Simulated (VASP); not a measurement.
# AlN (P1) in VASP: notebook

The runs below take AlN through single point, with r2SCAN.

Everything below comes from runs of VASP 6.6.1. Logs are shortened: lines on timing, memory, paths and dates and some standing lists are left out, and cuts for length are marked.

**1. The cell of the first run**

The typed cell holds 4 atoms: a = 3.111 Å, b = 3.111 Å, c = 4.978 Å, α = 90.00°, β = 90.00°, γ = 120.00°.

**2. Single point, r2SCAN (atom 3 (N) moved by (-0.600, -0.600) A along x and y)**

POSCAR reads:

```
AlN
1.0
    3.1110021516      0.0000000000      0.0000000000
   -1.5555010758      2.6942068945      0.0000000000
    0.0000000000      0.0000000000      4.9780000000
Al N
2 2
Direct
    0.3333333333      0.6666666667      0.0000000000
    0.6666666667      0.3333333333      0.5000000000
    0.0291194127      0.4439666204      0.3850000000
    0.6666666667      0.3333333333      0.8850000000
```

INCAR.step1 reads:

```
PREC = Accurate ; ENCUT = 520
ISMEAR = 0 ; SIGMA = 0.05
LREAL = F ; LASPH = T
NELM = 80 ; NBANDS = 16
GGA = PE ; ALGO = Normal
EDIFF = 1E-4 ; LWAVE = T
LCHARG = F
```

INCAR.step2 reads:

```
PREC = Accurate ; ENCUT = 520
EDIFF = 1E-6 ; ISMEAR = 0
SIGMA = 0.05 ; LREAL = F
LASPH = T ; NELM = 80
ALGO = Normal ; ISIF = 2
LWAVE = F ; LCHARG = F
METAGGA = R2SCAN ; LMIXTAU = T
NBANDS = 16 ; ISTART = 1
```

KPOINTS reads:

```
regular mesh
0
Gamma
  12 12 6
```

Potentials or basis: VASP PAW PBE potentials, release 64 (Al, N).

Started as:

```console
$ cat potpaw_PBE.64/Al/POTCAR potpaw_PBE.64/N/POTCAR > POTCAR
$ cp INCAR.step1 INCAR
$ mpirun -np 1 vasp_std > vasp.out
$ cp INCAR.step2 INCAR
$ mpirun -np 1 vasp_std > vasp.out
```

OUTCAR:

```text
PREC = Accurate
   ENCUT = 520
   EDIFF = 1E-6
   ISMEAR = 0
   LREAL = F
   LASPH = T
   NELM = 80
   ISIF = 2
   METAGGA = R2SCAN
   ISTART = 1

 ion  position               nearest neighbor table
   1  0.333  0.667  0.000-   4 1.89   4 1.89   4 1.89   3 2.10   2 3.07   2 3.07   2 3.07   2 3.07
                             2 3.07   2 3.07
   2  0.667  0.333  0.500-   3 1.15   4 1.92   3 2.25   3 2.54   1 3.07   1 3.07   1 3.07   1 3.07
                             1 3.07   1 3.07
   3  0.029  0.444  0.385-   2 1.15   1 2.10   2 2.25   2 2.54
   4  0.667  0.333  0.885-   1 1.89   1 1.89   1 1.89   2 1.92

 -----------------------------------------------------------------------------
|                                                                             |
|           W    W    AA    RRRRR   N    N  II  N    N   GGGG   !!!           |
|           W    W   A  A   R    R  NN   N  II  NN   N  G    G  !!!           |
|           W    W  A    A  R    R  N N  N  II  N N  N  G       !!!           |
|           W WW W  AAAAAA  RRRRR   N  N N  II  N  N N  G  GGG   !            |
|           WW  WW  A    A  R   R   N   NN  II  N   NN  G    G                |
|           W    W  A    A  R    R  N    N  II  N    N   GGGG   !!!           |
|                                                                             |
|     The distance between some ions is very small. Please check the          |
|     nearest-neighbor list in the OUTCAR file.                               |
|     I HOPE YOU KNOW WHAT YOU ARE DOING!                                     |
|                                                                             |
 -----------------------------------------------------------------------------

  LATTYP: Found a hexagonal cell.
 ALAT       =     3.1110021516
 C/A-ratio  =     1.6001274694

  Lattice vectors:

 A1 = (   3.1110021516,   0.0000000000,   0.0000000000)
 A2 = (  -1.5555010758,   2.6942068945,   0.0000000000)
 A3 = (   0.0000000000,   0.0000000000,   4.9780000000)

Analysis of symmetry for initial positions (statically):
=====================================================================
 Subroutine PRICEL returns:
 Original cell was already a primitive cell.

 Routine SETGRP: Setting up the symmetry group for a
 hexagonal supercell.

 Subroutine GETGRP returns: Found  1 space group operations
 (whereof  1 operations were pure point group operations)
 out of a pool of 24 trial point group operations.

The static configuration has the point symmetry C_1 .

Analysis of symmetry for dynamics (positions and initial velocities):
=====================================================================
 Subroutine PRICEL returns:
 Original cell was already a primitive cell.

 Routine SETGRP: Setting up the symmetry group for a
 hexagonal supercell.

 Subroutine GETGRP returns: Found  1 space group operations
 (whereof  1 operations were pure point group operations)
 out of a pool of 24 trial point group operations.

The dynamic configuration has the point symmetry C_1 .

 Subroutine INISYM returns: Found  1 space group operations
 (whereof  1 operations are pure point group operations),
 and found     1 'primitive' translations

----------------------------------------------------------------------------------------

                                     Primitive cell

  volume of cell :      41.7240

  direct lattice vectors                    reciprocal lattice vectors
     3.111002152  0.000000000  0.000000000     0.321439829  0.185583372  0.000000000
    -1.555501076  2.694206895  0.000000000     0.000000000  0.371166744  0.000000000
     0.000000000  0.000000000  4.978000000     0.000000000  0.000000000  0.200883889

  length of vectors
     3.111002152  3.111002152  4.978000000     0.371166744  0.371166744  0.200883889

  position of ions in fractional coordinates (direct lattice)
     0.333333333  0.666666667  0.000000000
     0.666666667  0.333333333  0.500000000
     0.029119413  0.443966620  0.385000000
     0.666666667  0.333333333  0.885000000

  ion indices of the primitive-cell ions
   primitive index   ion index
                 1           1
                 2           2
                 3           3
                 4           4

----------------------------------------------------------------------------------------

 KPOINTS: regular mesh

Automatic generation of k-mesh.
 Grid dimensions read from file:
 generate k-points for:   12   12    6

 Generating k-lattice:

  Cartesian coordinates                     Fractional coordinates (reciprocal lattice)
     0.026786652  0.015465281  0.000000000     0.083333333  0.000000000  0.000000000
     0.000000000  0.030930562  0.000000000     0.000000000  0.083333333  0.000000000
     0.000000000  0.000000000  0.033480648     0.000000000  0.000000000  0.166666667

  Length of vectors
     0.030930562  0.030930562  0.033480648

  Shift w.r.t. Gamma in fractional coordinates (k-lattice)
     0.000000000  0.000000000  0.000000000

 Subroutine IBZKPT returns following result:
 ===========================================

 Found    436 irreducible k-points:

 Following reciprocal coordinates:
            Coordinates               Weight
  0.000000  0.000000  0.000000      1.000000
  0.083333  0.000000  0.000000      2.000000
  0.000000  0.083333  0.000000      2.000000
 -0.083333  0.083333  0.000000      2.000000
  0.166667 -0.000000  0.000000      2.000000
  0.000000  0.166667  0.000000      2.000000
[... 16 lines left out ...]
  0.166667  0.083333  0.000000      2.000000
 -0.083333  0.250000  0.000000      2.000000
 [... further k-points ...]
   k-points           NKPTS =    436   k-points in BZ     NKDIM =    436   number of bands    NBANDS=     16
   number of dos      NEDOS =    301   number of ions     NIONS =      4
   total plane-waves  NPLWV =  23040
   dimension x,y,z NGX =    24 NGY =   24 NGZ =   40
   dimension x,y,z NGXF=    48 NGYF=   48 NGZF=   80
   ions per type =               2   2
   NGX,Y,Z   is equivalent  to a cutoff of  12.83, 12.83, 13.36 a.u.
   NGXF,Y,Z  is equivalent  to a cutoff of  25.65, 25.65, 26.72 a.u.
 SYSTEM =  unknown system
   PREC   = accura    normal or accurate (medium, high low for compatibility)
   ISTART =      1    job   : 0-new  1-cont  2-samecut
   ICHARG =      0    charge: 1-file 2-atom 10-const
   ISPIN  =      1    spin polarized calculation?
   LNONCOLLINEAR =      F non collinear calculations
   LSORBIT =      F    spin-orbit coupling
   LASPH  =      T    aspherical Exc in radial PAW
   ENCUT  =  520.0 eV  38.22 Ry    6.18 a.u.   5.78  5.78  9.26*2*pi/ulx,y,z
   NELM   =     80;   NELMIN=  2; NELMDL=  0     # of ELM steps
   EDIFF  = 0.1E-05   stopping-criterion for ELM
   LREAL  =      F    real-space projection
   EDIFFG = 0.1E-04   stopping-criterion for IOM
   NSW    =      0    number of steps for IOM
   IBRION =     -1    ionic relax: 0-MD 1-quasi-New 2-CG
   NFREE  =      0    steps in history (QN), initial steepest desc. (CG)
   ISIF   =      2    stress and relaxation
   ISYM   =      2    0-nonsym 1-usesym 2-fastsym
   POTIM  = 0.5000    time-step for ionic-motion
   TEBEG  =    0.0;   TEEND  =   0.0 temperature during run
   PSTRESS=    0.0 pullay stress
   NELECT =      16.0000    total number of electrons
   NUPDOWN=      -1.0000    fix difference up-down
   EMIN   =  10.00;   EMAX   =-10.00  energy-range for DOS
   EFERMI =   0.00;   METHOD = LEGACY
   ISMEAR =     0;   SIGMA  =   0.05  broadening in eV -4-tet -1-fermi 0-gaus
   EFERMI_NEDOS =   21; number of points for ismear=-14 and -15
   IALGO  =     38    algorithm
   IMIX   =      4    mixing-type and parameters
     AMIX     =   0.40;   BMIX     =  1.00
     AMIX_MAG =   1.60;   BMIX_MAG =  1.00
  volume/ion in A,a.u.               =      10.43        70.39
  Fermi-wavevector in a.u.,A,eV,Ry     =   1.189377  2.247596 19.247033  1.414617
  Thomas-Fermi vector in A             =   2.325485
   LORBIT       =      0    0 simple, 1 ext, 2 COOP (PROOUT), +10 PAW based schemes
   METAGGA = R2SCAN    functional components
   LHFCALC =     F    Hartree Fock is set to
   AEXX    =    0.0000 exact exchange contribution
   IVDW    =     0    specifies the selected vdW correction
   LEPSILON=     F    determine dielectric tensor
   LRPA    =     F    only Hartree local field effects (RPA)
 non-spin polarized calculation
 Gauss-broadening in eV      SIGMA  =   0.05
  energy-cutoff  :      520.00
  volume of cell :       41.72
 maximum number of plane-waves:      1152
   NGX = 11   NGY = 11   NGZ = 19

 number of electron      16.0000000 magnetization

 Free energy of the ion-electron system (eV)
  ---------------------------------------------------
  ext. energy  EPLUGINS =         0.00000000
  ---------------------------------------------------
  free energy    TOTEN  =       -22.18282523 eV

  energy without entropy =      -22.18282523  energy(sigma->0) =      -22.18282523

 E-fermi :   6.2296     XC(G=0): -11.3008

 val. band max:        6.0178128426   @ k =   0.0000   0.1667   0.0000
 cond. band min:       9.8847940391   @ k =   0.0000   0.0000   0.0000
 fundamental gap:      3.8669811966
 Fermi energy:         6.2295616282

 k-point     1 :       0.0000    0.0000    0.0000
  band No.  band energies     occupation
      1      -9.9930      2.00000
      2      -7.6065      2.00000
      3      -0.2108      2.00000
      4       4.8968      2.00000
      5       4.9597      2.00000
      6       5.4227      2.00000
[... 8 lines left out ...]
     15      20.0044      0.00000
     16      20.8950      0.00000

 k-point     2 :       0.0833    0.0000    0.0000
  band No.  band energies     occupation
      1      -9.9056      2.00000
      2      -7.5552      2.00000
      3      -0.1048      2.00000
      4       4.4218      2.00000
      5       4.7892      2.00000
      6       5.3407      2.00000
[... 8 lines left out ...]
     15      19.9282      0.00000
     16      20.5771      0.00000
[... 387 lines left out ...]
      5       3.8605      2.00000
      6       4.4769      2.00000
[... 8 lines left out ...]
     15      19.9822      0.00000
     16      20.7940      0.00000

 k-point    24 :      -0.0833    0.2500    0.0000
  band No.  band energies     occupation
      1      -9.4513      2.00000
      2      -7.2482      2.00000
      3       0.4320      2.00000
      4       2.3972      2.00000
      5       3.7335      2.00000
      6       4.7161      2.00000
[... 8 lines left out ...]
     15      20.5020      0.00000
     16      20.8506      0.00000

 [... further k-points ...]

------------------------ aborting loop because EDIFF is reached ----------------------------------------

  FORCE on cell =-STRESS in cart. coord.  units (eV):
  Direction    XX          YY          ZZ          XY          YZ          ZX
  --------------------------------------------------------------------------------------
  -------------------------------------------------------------------------------------
  Total       53.2374583      3.1782397     19.8199873     16.8446070     -9.3427997    -33.7268264
  in kB     2044.2864412    122.0424986    761.0756168    646.8227970   -358.7578998  -1295.0898886
  external PRESSURE =     975.8015189 kB  Pullay stress =       0.0000000 kB

 VOLUME and BASIS-vectors are now :
 -----------------------------------------------------------------------------
  energy-cutoff  :      520.00
  volume of cell :       41.72
      direct lattice vectors                 reciprocal lattice vectors
     3.111002152  0.000000000  0.000000000     0.321439829  0.185583372  0.000000000
    -1.555501076  2.694206895  0.000000000     0.000000000  0.371166744  0.000000000
     0.000000000  0.000000000  4.978000000     0.000000000  0.000000000  0.200883889

 POSITION                                       TOTAL-FORCE (eV/Angst)
 -----------------------------------------------------------------------------------
     -0.00000      1.79614      0.00000        -0.694467     -0.953472      1.218051
      1.55550      0.89807      2.48900       -60.559758    -18.862367     35.536557
     -0.60000      1.19614      1.91653        62.282179     20.219579    -35.975146
      1.55550      0.89807      4.40553        -1.027954     -0.403740     -0.779463
 -----------------------------------------------------------------------------------
    total drift:                                0.000999      0.000531      0.000060

  FREE ENERGIE OF THE ION-ELECTRON SYSTEM (eV)
  ---------------------------------------------------
  free  energy   TOTEN  =       -22.1828252346 eV

  energy  without entropy=      -22.1828252346  energy(sigma->0) =      -22.18282523
```

It took 5.1 min on 1 thread of Intel Xeon 6975P-C (Granite Rapids), shared host; peak memory 0.35 GiB.

Results:

- Free energy: -22.1828 eV
- Pressure: 97.6 GPa
- Largest force: 74.714 eV/Å
- Band gap on the k mesh: 3.87 eV, indirect (least direct gap 3.94 eV)

Forces on the atoms (eV/Å):
```
Al   -0.694  -0.953   1.218
Al  -60.560 -18.862  35.537
N    62.282  20.220 -35.975
N    -1.028  -0.404  -0.779
```

Caveat: the cell differs from its parent crystal (atom 3 (N) moved by (-0.600, -0.600) A along x and y); the PAW data sets were made with another functional, which shifts forces and pressure a little.

**3. Single point, r2SCAN (atom 3 (N) moved by (-0.600, +0.000) A along x and y)**

Changes to POSCAR since step 2:

```diff
@@ -10,3 +10,3 @@
     0.6666666667      0.3333333333      0.5000000000
-    0.0291194127      0.4439666204      0.3850000000
+    0.1404694359      0.6666666667      0.3850000000
     0.6666666667      0.3333333333      0.8850000000
```

INCAR.step1 reads:

```
SYSTEM = AlN
  PREC = Accurate
  ENCUT = 520
  ISMEAR = 0
  SIGMA = 0.05
  LREAL = .FALSE.
  LASPH = .TRUE.
  NELM = 60
  NBANDS = 16
  GGA = PE
  ALGO = Normal
  EDIFF = 1E-4
  LWAVE = .TRUE.
  LCHARG = .FALSE.
```

INCAR.step2 reads:

```
SYSTEM = AlN
  PREC = Accurate
  ENCUT = 520
  EDIFF = 1E-6
  ISMEAR = 0
  SIGMA = 0.05
  LREAL = .FALSE.
  LASPH = .TRUE.
  NELM = 60
  ALGO = Normal
  ISIF = 2
  LWAVE = .FALSE.
  LCHARG = .FALSE.
  METAGGA = R2SCAN
  LMIXTAU = .TRUE.
  NBANDS = 16
  ISTART = 1
```

KPOINTS reads:

```
Automatic mesh
0
G
  12 12 6
  0 0 0
```

Potentials or basis: VASP PAW PBE potentials, release 64 (Al, N).

Started as:

```console
$ cat potpaw_PBE.64/Al/POTCAR potpaw_PBE.64/N/POTCAR > POTCAR
$ cp INCAR.step1 INCAR
$ mpirun -np 1 vasp_std > vasp.out
$ cp INCAR.step2 INCAR
$ mpirun -np 1 vasp_std > vasp.out
```

Run time: 5 min. Hardware: 1 thread of Intel Xeon 6975P-C (Granite Rapids), shared host; peak memory 0.35 GiB.

Results (log left out):

- Free energy: -34.5303 eV
- Pressure: 28.5 GPa
- Largest force: 21.859 eV/Å
- Band gap on the k mesh: 3.83 eV, direct

Forces on the atoms (eV/Å):
```
Al   -1.010   0.061   0.728
Al  -14.085 -12.684   7.820
N    15.591  12.960  -8.172
N    -0.496  -0.337  -0.375
```

Stress tensor (GPa, compression positive):
```
 36.53  44.08 -24.61
 44.08  35.32 -27.69
-24.61 -27.69  13.61
```

Levels at points of the mesh, in eV from the valence-band top:
```csv
k point,band 6,band 7,band 8,band 9,band 10,band 11
"(0.00, 0.00, 0.00)",-0.93,-0.57,0.00,3.83,6.79,9.83
"(0.50, 0.00, 0.00)",-2.86,-2.42,-1.04,5.48,7.54,8.38
"(0.00, 0.50, 0.00)",-2.29,-2.09,-1.39,5.53,6.37,7.45
"(0.50, 0.50, 0.00)",-2.85,-1.64,-0.83,3.98,6.63,7.62
"(0.00, 0.00, 0.50)",-1.21,-1.12,-0.23,5.57,6.40,10.16
"(0.50, 0.00, 0.50)",-1.80,-1.45,-1.20,4.83,5.00,8.71
"(0.00, 0.50, 0.50)",-1.95,-1.77,-1.16,4.78,5.43,8.47
"(0.50, 0.50, 0.50)",-2.40,-2.33,-1.81,6.11,6.34,8.12
```

Caveat: the cell differs from its parent crystal (atom 3 (N) moved by (-0.600, +0.000) A along x and y); the PAW data sets were made with another functional, which shifts forces and pressure a little. A k mesh can miss the band edges.

[end of part 1 of 2]
